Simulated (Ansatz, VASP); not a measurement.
## Zr3Sb2 in VASP and in Ansatz

```xyz
5
Lattice="5.2738 0.0000 0.0000 0.0000 5.2738 0.0000 0.0000 0.0000 5.2738" Properties=species:S:1:pos:R:3 pbc="T T T"
Zr    0.0000    2.6369    2.6369
Zr    2.6369    0.0000    2.6369
Zr    2.6369    2.6369    0.0000
Sb    0.0000    0.0000    0.0000
Sb    2.6369    2.6369    2.6369
```

Alike in both runs: functional PBE; k mesh 4 × 4 × 4; occupations gaussian, width 0.1 eV; no spin polarisation.

Ansatz relaxed the structure, and its values are those at the end. VASP's run is a single point on that final structure, the one shown.

```csv
,VASP,Ansatz
version,VASP 6.6.1,Ansatz 0.2.0
potentials or method,"VASP PAW PBE potentials, release 64 (Zr_sv, Sb), cutoff 520 eV","scalar-relativistic, plane waves, PAW"
valence electrons in the cell,46,66
```

|  | VASP | Ansatz | Ansatz less VASP |
| --- | --- | --- | --- |
| gap on the k mesh at the Fermi level (eV) | none | none | - |
| pressure (GPa) | 0.4 | 0.4 | 0.00 |

A gap of «none» marks a metal or a gap that the smearing closes. VASP's potentials hold 46 valence electrons a cell and Ansatz's 66, so a difference there can come from the potentials and not from the codes.

Spin-orbit coupling is off throughout.
